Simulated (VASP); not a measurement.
# LiF (I4/mmm) in VASP: further runs, part 3 of 3

VASP 6.6.1. Earlier steps stand in the parts before.

### Step 5. Single point, r2SCAN (strain -0.0150 x Voigt [1, 1, 0, 0, 0, 0])

File POSCAR:

```
LiF
1.0
    0.0000000000      1.9837900000      2.0140000000
    1.9837900000      0.0000000000      2.0140000000
    1.9837900000      1.9837900000      0.0000000000
Li F
1 1
Direct
    0.0000000000      0.0000000000      0.0000000000
    0.5000000000      0.5000000000      0.5000000000
```

File INCAR.step1:

```
PREC     = Accurate       # precision mode
ENCUT    = 520            # plane-wave cutoff, eV
ISMEAR   = 0              # smearing method
SIGMA    = 0.05           # smearing width, eV
LREAL    = False          # projectors in reciprocal space
LASPH    = True           # aspherical terms in the spheres
NELM     = 60             # most SCF steps
NBANDS   = 12             # bands
GGA      = PE             # functional
ALGO     = Normal         # electronic algorithm
EDIFF    = 1E-4           # SCF threshold, eV
LWAVE    = True           # write WAVECAR
LCHARG   = False          # write CHGCAR
```

File INCAR.step2:

```
PREC     = Accurate       # precision mode
ENCUT    = 520            # plane-wave cutoff, eV
EDIFF    = 1E-6           # SCF threshold, eV
ISMEAR   = 0              # smearing method
SIGMA    = 0.05           # smearing width, eV
LREAL    = False          # projectors in reciprocal space
LASPH    = True           # aspherical terms in the spheres
NELM     = 60             # most SCF steps
ALGO     = Normal         # electronic algorithm
ISIF     = 2              # what is computed and relaxed
LWAVE    = False          # write WAVECAR
LCHARG   = False          # write CHGCAR
METAGGA  = R2SCAN         # meta-GGA
LMIXTAU  = True         
NBANDS   = 12             # bands
ISTART   = 1
```

File KPOINTS:

```
Automatic mesh
0
Gamma
  10 10 10
```

Run with:

```sh
$ cat potpaw_PBE.64/Li_sv/POTCAR potpaw_PBE.64/F/POTCAR > POTCAR
$ cp INCAR.step1 INCAR
$ mpirun -np 1 vasp_std > vasp.out
$ cp INCAR.step2 INCAR
$ mpirun -np 1 vasp_std > vasp.out
```

It used 34 s of CPU time on 1 thread of Intel(R) Xeon(R) Platinum 8488C (Sapphire Rapids) (shared host).

The run converged. Its results:

| Item | Value |
| --- | --- |
| Free energy | -11.9024 eV |
| Band gap on the k mesh | 10.54 eV, direct |

Levels at points of the mesh, in eV from the valence-band top:
| k point | band 2 | band 3 | band 4 | band 5 | band 6 | band 7 | band 8 | band 9 |
| --- | --- | --- | --- | --- | --- | --- | --- | --- |
| (0.00, 0.00, 0.00) | -21.20 | -0.04 | -0.04 | 0.00 | 10.54 | 25.68 | 25.81 | 25.81 |
| (0.50, 0.00, 0.00) | -20.77 | -2.60 | -0.29 | -0.26 | 11.98 | 18.50 | 20.52 | 20.82 |
| (0.50, 0.50, 0.00) | -20.50 | -3.17 | -1.04 | -1.04 | 16.15 | 17.72 | 19.48 | 22.44 |
| (0.50, 0.00, 0.50) | -20.48 | -3.15 | -1.14 | -1.04 | 16.44 | 17.50 | 19.49 | 22.08 |

Caveat: the cell differs from its parent crystal (strain -0.0150 x Voigt [1, 1, 0, 0, 0, 0]). A k mesh can miss the band edges.

### Step 6. Single point, r2SCAN (strain +0.0150 x Voigt [1, 1, 0, 0, 0, 0])

File POSCAR:

```
LiF
1.0
    0.0000000000      2.0442100000      2.0140000000
    2.0442100000      0.0000000000      2.0140000000
    2.0442100000      2.0442100000      0.0000000000
Li F
1 1
Direct
    0.0000000000      0.0000000000      0.0000000000
    0.5000000000      0.5000000000      0.5000000000
```

File INCAR.step1:

```
ALGO     = Normal         # electronic algorithm
EDIFF    = 1E-4           # SCF threshold, eV
ENCUT    = 520            # plane-wave cutoff, eV
GGA      = PE             # functional
ISMEAR   = 0              # smearing method
LASPH    = True           # aspherical terms in the spheres
LCHARG   = False          # write CHGCAR
LREAL    = False          # projectors in reciprocal space
LWAVE    = True           # write WAVECAR
NBANDS   = 12             # bands
NELM     = 100            # most SCF steps
PREC     = Accurate       # precision mode
SIGMA    = 0.05           # smearing width, eV
```

File INCAR.step2:

```
ALGO     = Normal         # electronic algorithm
EDIFF    = 1E-6           # SCF threshold, eV
ENCUT    = 520            # plane-wave cutoff, eV
ISIF     = 2              # what is computed and relaxed
ISMEAR   = 0              # smearing method
ISTART   = 1            
LASPH    = True           # aspherical terms in the spheres
LCHARG   = True           # write CHGCAR
LELF     = True           # ELF
LMIXTAU  = True         
LREAL    = False          # projectors in reciprocal space
LVHAR    = True         
LWAVE    = False          # write WAVECAR
METAGGA  = R2SCAN         # meta-GGA
NBANDS   = 12             # bands
NELM     = 100            # most SCF steps
PREC     = Accurate       # precision mode
SIGMA    = 0.05           # smearing width, eV
```

File KPOINTS:

```
k-points
0
Gamma
  10 10 10
```

Potentials or basis: VASP PAW PBE potentials, release 64 (Li_sv, F).

Run with:

```sh
$ cat potpaw_PBE.64/Li_sv/POTCAR potpaw_PBE.64/F/POTCAR > POTCAR
$ cp INCAR.step1 INCAR
$ mpirun -np 1 vasp_std > vasp.out
$ cp INCAR.step2 INCAR
$ mpirun -np 1 vasp_std > vasp.out
```

It used 34 s of CPU time on 1 thread of Intel(R) Xeon(R) Platinum 8488C (Sapphire Rapids) (shared host).

The run converged. Its results:

```
Free energy            : -11.8882 eV
Band gap on the k mesh : 9.97 eV, direct
```

Levels at points of the mesh, in eV from the valence-band top:
| k point | band 2 | band 3 | band 4 | band 5 | band 6 | band 7 | band 8 | band 9 |
| --- | --- | --- | --- | --- | --- | --- | --- | --- |
| (0.00, 0.00, 0.00) | -21.03 | -0.04 | 0.00 | 0.00 | 9.97 | 25.13 | 25.13 | 25.25 |
| (0.50, 0.00, 0.00) | -20.64 | -2.41 | -0.26 | -0.23 | 11.65 | 17.75 | 20.03 | 20.31 |
| (0.50, 0.50, 0.00) | -20.39 | -2.88 | -1.00 | -1.00 | 15.94 | 17.14 | 18.72 | 21.38 |
| (0.50, 0.00, 0.50) | -20.40 | -2.89 | -1.01 | -0.92 | 15.65 | 17.35 | 18.69 | 21.48 |

Caveat: the cell differs from its parent crystal (strain +0.0150 x Voigt [1, 1, 0, 0, 0, 0]).

### Step 7. Single point, r2SCAN (strain +0.0300 x Voigt [1, 1, 0, 0, 0, 0])

File POSCAR:

```
LiF
1.0
    0.0000000000      2.0744200000      2.0140000000
    2.0744200000      0.0000000000      2.0140000000
    2.0744200000      2.0744200000      0.0000000000
Li F
1 1
Direct
    0.0000000000      0.0000000000      0.0000000000
    0.5000000000      0.5000000000      0.5000000000
```

File INCAR.step1:

```
SYSTEM = LiF
ALGO = Normal ; EDIFF = 1E-4
ENCUT = 520 ; GGA = PE
ISMEAR = 0 ; LASPH = .TRUE.
LCHARG = .FALSE. ; LREAL = .FALSE.
LWAVE = .TRUE. ; NBANDS = 12
NELM = 100 ; PREC = Accurate
SIGMA = 0.05
```

File INCAR.step2:

```
SYSTEM = LiF
ALGO = Normal ; EDIFF = 1E-7
ENCUT = 520 ; ISIF = 2
ISMEAR = 0 ; ISTART = 1
LASPH = .TRUE. ; LCHARG = .FALSE.
LMIXTAU = .TRUE. ; LREAL = .FALSE.
LWAVE = .FALSE. ; METAGGA = R2SCAN
NBANDS = 12 ; NELM = 100
PREC = Accurate ; SIGMA = 0.05
```

File KPOINTS:

```
k-points
0
G
  10 10 10
  0 0 0
```

Run with:

```sh
$ cat potpaw_PBE.64/Li_sv/POTCAR potpaw_PBE.64/F/POTCAR > POTCAR
$ cp INCAR.step1 INCAR
$ mpirun -np 1 vasp_std > vasp.out
$ cp INCAR.step2 INCAR
$ mpirun -np 1 vasp_std > vasp.out
```

It used 41 s of CPU time on 1 thread of Intel(R) Xeon(R) Platinum 8488C (Sapphire Rapids) (shared host).

The run converged. Its results:

```yaml
Free_energy: -11.8704 eV
Band_gap_on_the_k_mesh: 9.69 eV, direct
```

Levels at points of the mesh, in eV from the valence-band top:
```
           k point  band 1  band 2  band 3  band 4  band 5  band 6  band 7  band 8  band 9  band 10
(0.00, 0.00, 0.00)  -42.22  -20.96   -0.07    0.00    0.00    9.69   24.80   24.80   24.96    24.97
(0.50, 0.00, 0.00)  -42.17  -20.59   -2.34   -0.27   -0.22   11.48   17.38   19.64   20.20    31.00
(0.50, 0.50, 0.00)  -42.16  -20.35   -2.77   -1.00   -1.00   15.83   16.86   18.37   20.87    20.87
(0.50, 0.00, 0.50)  -42.16  -20.38   -2.78   -1.01   -0.83   15.27   17.27   18.30   21.07    21.55
```

Caveat: the cell differs from its parent crystal (strain +0.0300 x Voigt [1, 1, 0, 0, 0, 0]). A k mesh can miss the band edges.

### Step 8. Overview

```csv
cell,gap on the mesh (eV)
"a = 2.764, b = 2.764, c = 2.677 Å, angles 61.0, 61.0, 57.9°, 2 atoms",11.42
"a = 2.785, b = 2.785, c = 2.720 Å, angles 60.8, 60.8, 58.5°, 2 atoms",11.13
"a = 2.806, b = 2.806, c = 2.763 Å, angles 60.5, 60.5, 59.0°, 2 atoms",10.83
"a = 2.827, b = 2.827, c = 2.806 Å, angles 60.3, 60.3, 59.5°, 2 atoms",10.54
"a = 2.870, b = 2.870, c = 2.891 Å, angles 59.8, 59.8, 60.5°, 2 atoms",9.97
"a = 2.891, b = 2.891, c = 2.934 Å, angles 59.5, 59.5, 61.0°, 2 atoms",9.69
```

Alike in all rows: task single point; level r2SCAN; potentials or basis VASP PAW PBE potentials, release 64 (Li_sv, F); no spin polarisation; k mesh 10 × 10 × 10; cutoff (eV) 520; smearing gaussian 0.05 eV.

Total energies depend on the potentials used, so only differences within one code and one set of settings carry meaning.
